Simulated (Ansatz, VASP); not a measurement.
## One calculation of MoS2, two programs

```
Mo S
1.0
     1.59046    0.91825    6.19073
    -1.59046    0.91825    6.19073
     0.00000   -1.83651    6.19073
Mo S
1 2
Direct
  0.00000 0.00000 0.00000
  0.41700 0.41700 0.41700
  0.25000 0.25000 0.25000
```

Change from the starting cell: volume scaled by 1.02.

Alike in both runs: task single point; functional LDA; k mesh 10 × 10 × 10; occupations fermi-dirac, width 0.05 eV; no spin polarisation.

|  | VASP | Ansatz |
| --- | --- | --- |
| version | VASP 6.6.1 | Ansatz 0.2.0 |
| potentials or method | VASP PAW LDA potentials, release 64 (Mo_sv, S), cutoff 520 eV | all-electron LAPW, scalar-relativistic |

|  | VASP | Ansatz | Ansatz less VASP |
| --- | --- | --- | --- |
| gap on the k mesh at the Fermi level (eV) | 0.90 | 0.90 | -0.007 |
| least direct gap on the mesh (eV) | 1.91 | 1.91 | -0.004 |
| pressure (GPa) | -5.2 | -5.3 | -0.07 |
| traceless stress, the component that is largest in VASP (GPa) | 1.41 | 1.43 | +0.025 |
| rms of the force components (eV/Å) | 0.130 | 0.136 | +0.0056 |

LDA's correlation is that of Perdew and Zunger in VASP and of Perdew and Wang (1992) in Ansatz. Atom by atom the forces differ by 0.006 eV/Å (rms over components). Ansatz ran all-electron here, and VASP with PAW potentials.
